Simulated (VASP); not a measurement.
# Rb (P6_3/mmc) in VASP: further runs

Runs on Rb. Level: PBE. Tasks: single point.

All numbers are computed with VASP 6.6.1; they aren't measurements. Logs are shortened: lines on timing, memory, paths and dates and some standing lists are left out, and cuts for length are marked.

**1. The cell of the first run**

It takes space group P6_3/mmc (No. 194, hexagonal). Conventional cell: a = 4.934 Å, b = 4.934 Å, c = 8.947 Å, α = 90.00°, β = 90.00°, γ = 120.00°.

This isn't the form of Rb at room conditions, which is bcc.

**2. Single point, PBE (strained)**

The input, INCAR:

```
PREC = Accurate
ENCUT = 520
EDIFF = 1E-6
ISMEAR = 0
SIGMA = 0.1
LREAL = F
LASPH = T
NELM = 60
ALGO = Fast
ISIF = 2
LWAVE = F
LCHARG = T
GGA = PE
LELF = T
LVHAR = T
NBANDS = 16
```

The input, KPOINTS:

```
regular mesh
0
Gamma
  9 9 6
```

The input, POSCAR:

```
Rb
1.0
    4.9343904791      0.0000000000      0.0000000000
   -2.4671952396      4.2733075071      0.0000000000
    0.0000000000      0.0000000000      8.9466397855
Rb
2
Direct
    0.3333333300      0.6666666700      0.2500000000
    0.6666666700      0.3333333300      0.7500000000
```

Potentials or basis: VASP PAW PBE potentials, release 64 (Rb_sv).

Run with:

```bash
> cat potpaw_PBE.64/Rb_sv/POTCAR > POTCAR
> mpirun -np 1 vasp_std > vasp.out
```

OUTCAR:

```text
PREC = Accurate
   ENCUT = 520
   EDIFF = 1E-6
   ISMEAR = 0
   LREAL = F
   LASPH = T
   NELM = 60
   ISIF = 2
   GGA = PE

 ion  position               nearest neighbor table
   1  0.333  0.667  0.250-   2 5.30   2 5.30   2 5.30   2 5.30   2 5.30   2 5.30
   2  0.667  0.333  0.750-   1 5.30   1 5.30   1 5.30   1 5.30   1 5.30   1 5.30

  LATTYP: Found a hexagonal cell.
 ALAT       =     4.9343904791
 C/A-ratio  =     1.8131195379

  Lattice vectors:

 A1 = (   4.9343904791,   0.0000000000,   0.0000000000)
 A2 = (  -2.4671952396,   4.2733075071,   0.0000000000)
 A3 = (   0.0000000000,   0.0000000000,   8.9466397855)

Analysis of symmetry for initial positions (statically):
=====================================================================
 Subroutine PRICEL returns:
 Original cell was already a primitive cell.

 Routine SETGRP: Setting up the symmetry group for a
 hexagonal supercell.

 Subroutine GETGRP returns: Found 24 space group operations
 (whereof 12 operations were pure point group operations)
 out of a pool of 24 trial point group operations.

The static configuration has the point symmetry D_3d.
 The point group associated with its full space group is D_6h.

Analysis of symmetry for dynamics (positions and initial velocities):
=====================================================================
 Subroutine PRICEL returns:
 Original cell was already a primitive cell.

 Routine SETGRP: Setting up the symmetry group for a
 hexagonal supercell.

 Subroutine GETGRP returns: Found 24 space group operations
 (whereof 12 operations were pure point group operations)
 out of a pool of 24 trial point group operations.

The dynamic configuration has the point symmetry D_3d.
 The point group associated with its full space group is D_6h.

 Subroutine INISYM returns: Found 24 space group operations
 (whereof 12 operations are pure point group operations),
 and found     1 'primitive' translations

----------------------------------------------------------------------------------------

                                     Primitive cell

  volume of cell :     188.6503

  direct lattice vectors                    reciprocal lattice vectors
     4.934390479  0.000000000  0.000000000     0.202659276  0.117005387  0.000000000
    -2.467195240  4.273307507  0.000000000     0.000000000  0.234010775  0.000000000
     0.000000000  0.000000000  8.946639786     0.000000000  0.000000000  0.111773808

  length of vectors
     4.934390479  4.934390479  8.946639786     0.234010775  0.234010775  0.111773808

  position of ions in fractional coordinates (direct lattice)
     0.333333330  0.666666670  0.250000000
     0.666666670  0.333333330  0.750000000

  ion indices of the primitive-cell ions
   primitive index   ion index
                 1           1
                 2           2

----------------------------------------------------------------------------------------

 KPOINTS: regular mesh

Automatic generation of k-mesh.
 Grid dimensions read from file:
 generate k-points for:    9    9    6

 Generating k-lattice:

  Cartesian coordinates                     Fractional coordinates (reciprocal lattice)
     0.022517697  0.013000599  0.000000000     0.111111111 -0.000000000  0.000000000
     0.000000000  0.026001197  0.000000000     0.000000000  0.111111111  0.000000000
     0.000000000  0.000000000  0.018628968     0.000000000  0.000000000  0.166666667

  Length of vectors
     0.026001197  0.026001197  0.018628968

  Shift w.r.t. Gamma in fractional coordinates (k-lattice)
     0.000000000  0.000000000  0.000000000

 Subroutine IBZKPT returns following result:
 ===========================================

 Found     48 irreducible k-points:

 Following reciprocal coordinates:
            Coordinates               Weight
  0.000000  0.000000  0.000000      1.000000
  0.111111  0.000000  0.000000      6.000000
  0.222222  0.000000  0.000000      6.000000
  0.333333 -0.000000  0.000000      6.000000
  0.444444  0.000000  0.000000      6.000000
  0.111111  0.111111  0.000000      6.000000
[... 16 lines left out ...]
  0.333333  0.222222  0.166667     24.000000
  0.333333  0.333333  0.166667      4.000000
 [... further k-points ...]
   k-points           NKPTS =     48   k-points in BZ     NKDIM =     48   number of bands    NBANDS=     16
   number of dos      NEDOS =    301   number of ions     NIONS =      2
   total plane-waves  NPLWV = 112000
   dimension x,y,z NGX =    40 NGY =   40 NGZ =   70
   dimension x,y,z NGXF=    80 NGYF=   80 NGZF=  140
   ions per type =               2
   NGX,Y,Z   is equivalent  to a cutoff of  13.48, 13.48, 13.01 a.u.
   NGXF,Y,Z  is equivalent  to a cutoff of  26.95, 26.95, 26.01 a.u.
 SYSTEM =  unknown system
   PREC   = accura    normal or accurate (medium, high low for compatibility)
   ISTART =      0    job   : 0-new  1-cont  2-samecut
   ICHARG =      2    charge: 1-file 2-atom 10-const
   ISPIN  =      1    spin polarized calculation?
   LNONCOLLINEAR =      F non collinear calculations
   LSORBIT =      F    spin-orbit coupling
   LASPH  =      T    aspherical Exc in radial PAW
   ENCUT  =  520.0 eV  38.22 Ry    6.18 a.u.   9.17  9.17 16.63*2*pi/ulx,y,z
   NELM   =     60;   NELMIN=  2; NELMDL= -5     # of ELM steps
   EDIFF  = 0.1E-05   stopping-criterion for ELM
   LREAL  =      F    real-space projection
   EDIFFG = 0.1E-04   stopping-criterion for IOM
   NSW    =      0    number of steps for IOM
   IBRION =     -1    ionic relax: 0-MD 1-quasi-New 2-CG
   NFREE  =      0    steps in history (QN), initial steepest desc. (CG)
   ISIF   =      2    stress and relaxation
   ISYM   =      2    0-nonsym 1-usesym 2-fastsym
   POTIM  = 0.5000    time-step for ionic-motion
   TEBEG  =    0.0;   TEEND  =   0.0 temperature during run
   PSTRESS=    0.0 pullay stress
   NELECT =      18.0000    total number of electrons
   NUPDOWN=      -1.0000    fix difference up-down
   EMIN   =  10.00;   EMAX   =-10.00  energy-range for DOS
   EFERMI =   0.00;   METHOD = LEGACY
   ISMEAR =     0;   SIGMA  =   0.10  broadening in eV -4-tet -1-fermi 0-gaus
   EFERMI_NEDOS =   21; number of points for ismear=-14 and -15
   IALGO  =     68    algorithm
   IMIX   =      4    mixing-type and parameters
     AMIX     =   0.40;   BMIX     =  1.00
     AMIX_MAG =   1.60;   BMIX_MAG =  1.00
  volume/ion in A,a.u.               =      94.33       636.54
  Fermi-wavevector in a.u.,A,eV,Ry     =   0.748077  1.413661  7.614087  0.559620
  Thomas-Fermi vector in A             =   1.844281
   LORBIT       =      0    0 simple, 1 ext, 2 COOP (PROOUT), +10 PAW based schemes
   GGA     = PE    functional components
   LHFCALC =     F    Hartree Fock is set to
   AEXX    =    0.0000 exact exchange contribution
   IVDW    =     0    specifies the selected vdW correction
   LEPSILON=     F    determine dielectric tensor
   LRPA    =     F    only Hartree local field effects (RPA)
 non-spin polarized calculation
 RMM-DIIS sequential band-by-band and
 Gauss-broadening in eV      SIGMA  =   0.10
  energy-cutoff  :      520.00
  volume of cell :      188.65
 maximum number of plane-waves:      5095
 NGX is ok and might be reduce to    40
   NGX = 19   NGY = 19   NGZ = 33

 number of electron      18.0000000 magnetization

 Free energy of the ion-electron system (eV)
  ---------------------------------------------------
  ext. energy  EPLUGINS =         0.00000000
  ---------------------------------------------------
  free energy    TOTEN  =        -1.86506257 eV

  energy without entropy =       -1.85583226  energy(sigma->0) =       -1.86044741

 E-fermi :  -0.0739     XC(G=0):  -5.3778

 val. band max:       -0.1022081182   @ k =   0.2222   0.0000   0.1667
 cond. band min:      -0.0647324501   @ k =   0.1111   0.0000   0.0000
 fundamental gap:      0.0374756681
 Fermi energy:        -0.0739083228

 k-point     1 :       0.0000    0.0000    0.0000
  band No.  band energies     occupation
      1     -28.9908      2.00000
      2     -28.9890      2.00000
      3     -13.1036      2.00000
      4     -13.0429      2.00000
      5     -13.0382      2.00000
      6     -13.0382      2.00000
[... 8 lines left out ...]
     15       3.8362      0.00000
     16       3.8362      0.00000

 k-point     2 :       0.1111    0.0000    0.0000
  band No.  band energies     occupation
      1     -28.9903      2.00000
      2     -28.9886      2.00000
      3     -13.1004      2.00000
      4     -13.0487      2.00000
      5     -13.0431      2.00000
      6     -13.0429      2.00000
[... 8 lines left out ...]
     15       3.6480      0.00000
     16       3.9762      0.00000

 k-point     3 :       0.2222    0.0000    0.0000
  band No.  band energies     occupation
      1     -28.9891      2.00000
      2     -28.9877      2.00000
      3     -13.0920      2.00000
      4     -13.0756      2.00000
      5     -13.0696      2.00000
      6     -13.0481      2.00000
[... 8 lines left out ...]
     15       3.5116      0.00000
     16       3.9266      0.00000

 k-point     4 :       0.3333   -0.0000    0.0000
  band No.  band energies     occupation
      1     -28.9878      2.00000
      2     -28.9867      2.00000
      3     -13.1061      2.00000
      4     -13.0992      2.00000
      5     -13.0811      2.00000
      6     -13.0560      2.00000
[... 8 lines left out ...]
     15       3.7178      0.00000
     16       3.8561      0.00000

 k-point     5 :       0.4444    0.0000    0.0000
  band No.  band energies     occupation
      1     -28.9868      2.00000
      2     -28.9862      2.00000
      3     -13.1259      2.00000
      4     -13.1182      2.00000
      5     -13.0719      2.00000
      6     -13.0612      2.00000
[... 8 lines left out ...]
     15       3.5686      0.00000
     16       4.0051      0.00000

 k-point     6 :       0.1111    0.1111    0.0000
  band No.  band energies     occupation
      1     -28.9895      2.00000
      2     -28.9880      2.00000
      3     -13.0947      2.00000
      4     -13.0655      2.00000
      5     -13.0622      2.00000
      6     -13.0457      2.00000
[... 8 lines left out ...]
     15       3.5961      0.00000
     16       3.8874      0.00000

 k-point     7 :       0.2222    0.1111    0.0000
  band No.  band energies     occupation
      1     -28.9882      2.00000
      2     -28.9871      2.00000
      3     -13.0920      2.00000
      4     -13.0879      2.00000
      5     -13.0849      2.00000
      6     -13.0556      2.00000
[... 8 lines left out ...]
     15       3.4961      0.00000
     16       3.7209      0.00000

 k-point     8 :       0.3333    0.1111    0.0000
  band No.  band energies     occupation
      1     -28.9870      2.00000
      2     -28.9863      2.00000
      3     -13.1159      2.00000
      4     -13.1091      2.00000
      5     -13.0744      2.00000
      6     -13.0647      2.00000
[... 8 lines left out ...]
     15       3.2729      0.00000
     16       3.7210      0.00000

 k-point     9 :       0.4444    0.1111    0.0000
  band No.  band energies     occupation
      1     -28.9865      2.00000
      2     -28.9860      2.00000
      3     -13.1252      2.00000
      4     -13.1174      2.00000
      5     -13.0688      2.00000
      6     -13.0683      2.00000
[... 8 lines left out ...]
     15       3.2015      0.00000
     16       3.5980      0.00000
[... 172 lines left out ...]
 k-point    19 :       0.2222    0.1111    0.1667
  band No.  band energies     occupation
      1     -28.9881      2.00000
      2     -28.9871      2.00000
      3     -13.0942      2.00000
      4     -13.0894      2.00000
      5     -13.0793      2.00000
      6     -13.0555      2.00000
[... 8 lines left out ...]
     15       3.3862      0.00000
     16       3.8307      0.00000

 k-point    20 :       0.3333    0.1111    0.1667
  band No.  band energies     occupation
      1     -28.9870      2.00000
      2     -28.9863      2.00000
      3     -13.1163      2.00000
      4     -13.1104      2.00000
      5     -13.0720      2.00000
      6     -13.0639      2.00000
[... 8 lines left out ...]
     15       3.1771      0.00000
     16       3.8680      0.00000

 k-point    21 :       0.4444    0.1111    0.1667
  band No.  band energies     occupation
      1     -28.9865      2.00000
      2     -28.9861      2.00000
      3     -13.1255      2.00000
      4     -13.1187      2.00000
      5     -13.0695      2.00000
      6     -13.0650      2.00000
[... 8 lines left out ...]
     15       3.1466      0.00000
     16       3.7568      0.00000

 k-point    22 :       0.2222    0.2222    0.1667
  band No.  band energies     occupation
      1     -28.9871      2.00000
      2     -28.9864      2.00000
      3     -13.1060      2.00000
      4     -13.1049      2.00000
      5     -13.0728      2.00000
      6     -13.0693      2.00000
[... 8 lines left out ...]
     15       2.6566      0.00000
     16       3.8045      0.00000

 k-point    23 :       0.3333    0.2222    0.1667
  band No.  band energies     occupation
      1     -28.9863      2.00000
      2     -28.9860      2.00000
      3     -13.1147      2.00000
      4     -13.1092      2.00000
      5     -13.0822      2.00000
      6     -13.0747      2.00000
[... 8 lines left out ...]
     15       2.5027      0.00000
     16       3.4453      0.00000

 k-point    24 :       0.3333    0.3333    0.1667
  band No.  band energies     occupation
      1     -28.9859      2.00000
      2     -28.9859      2.00000
      3     -13.1038      2.00000
      4     -13.0993      2.00000
      5     -13.0993      2.00000
      6     -13.0913      2.00000
[... 8 lines left out ...]
     15       2.5619      0.00000
     16       3.5421      0.00000

 [... further k-points ...]

------------------------ aborting loop because EDIFF is reached ----------------------------------------

  FORCE on cell =-STRESS in cart. coord.  units (eV):
  Direction    XX          YY          ZZ          XY          YZ          ZX
  --------------------------------------------------------------------------------------
  -------------------------------------------------------------------------------------
  Total        0.0606140      0.0606140     -0.3563430     -0.0000000     -0.0000000      0.0000000
  in kB        0.5147854      0.5147854     -3.0263647     -0.0000000     -0.0000000      0.0000000
  external PRESSURE =      -0.6655980 kB  Pullay stress =       0.0000000 kB

 VOLUME and BASIS-vectors are now :
 -----------------------------------------------------------------------------
  energy-cutoff  :      520.00
  volume of cell :      188.65
      direct lattice vectors                 reciprocal lattice vectors
     4.934390479  0.000000000  0.000000000     0.202659276  0.117005387  0.000000000
    -2.467195240  4.273307507  0.000000000     0.000000000  0.234010775  0.000000000
     0.000000000  0.000000000  8.946639786     0.000000000  0.000000000  0.111773808

 POSITION                                       TOTAL-FORCE (eV/Angst)
 -----------------------------------------------------------------------------------
     -0.00000      2.84887      2.23666         0.000000     -0.000000      0.000000
      2.46720      1.42444      6.70998        -0.000000      0.000000      0.000000
 -----------------------------------------------------------------------------------
    total drift:                               -0.000005      0.000003     -0.000000

  FREE ENERGIE OF THE ION-ELECTRON SYSTEM (eV)
  ---------------------------------------------------
  free  energy   TOTEN  =        -1.8650625664 eV

  energy  without entropy=       -1.8558322555  energy(sigma->0) =       -1.86044741
```

It took 3.8 min on 1 thread of Intel Xeon 8259CL, shared host; peak memory 0.37 GiB.

What came out:

| Item | Value |
| --- | --- |
| Free energy | -1.8651 eV |
| Pressure | -0.1 GPa |
| Band gap on the k mesh | zero (bands 9 and 10 overlap by 2.50 eV) |

Stress tensor (GPa, compression positive):
```
 0.05  0.00  0.00
 0.00  0.05  0.00
 0.00  0.00 -0.30
```

Caveat: the cell differs from its parent crystal (strained).

**3. Single point, PBE (strained)**

The input, INCAR:

```
PREC = Accurate
ENCUT = 520
EDIFF = 1E-7
ISMEAR = 0
SIGMA = 0.1
LREAL = False
LASPH = True
NELM = 60
ALGO = Fast
ISIF = 2
LWAVE = False
LCHARG = False
GGA = PE
NBANDS = 16
```

KPOINTS is that of step 2.

The input, POSCAR:

```
Rb
1.0
    5.2718912478      0.0000000000      0.0000000000
   -2.6359456239      4.5655917466      0.0000000000
    0.0000000000      0.0000000000      8.4935545337
Rb
2
Direct
    0.3333333300      0.6666666700      0.2500000000
    0.6666666700      0.3333333300      0.7500000000
```

Potentials or basis: VASP PAW PBE potentials, release 64 (Rb_sv).

Run with:

```bash
> cat potpaw_PBE.64/Rb_sv/POTCAR > POTCAR
> mpirun -np 1 vasp_std > vasp.out
```

Run time: 5.3 min. Hardware: 1 thread of Intel Xeon 8259CL, shared host; peak memory 0.37 GiB.

The run converged. Its results:

* Free energy: -1.8586 eV
* Pressure: -0.3 GPa
* Band gap on the k mesh: zero (bands 9 and 10 overlap by 2.25 eV)

Stress tensor (GPa, compression positive):
```
-0.28  0.00  0.00
 0.00 -0.28  0.00
 0.00  0.00 -0.19
```

Levels at points of the mesh, in eV from the Fermi level:
```tsv
k point	band 6	band 7	band 8	band 9	band 10	band 11	band 12	band 13
(0.00, 0.00, 0.00)	-13.03	-13.03	-13.03	-1.84	0.17	0.62	3.33	3.33
(0.00, 0.00, 0.50)	-13.03	-13.03	-13.03	-1.22	-1.22	2.28	2.28	3.37
```

Caveat: the cell differs from its parent crystal (strained).

(Continued in part 2 of 2.)
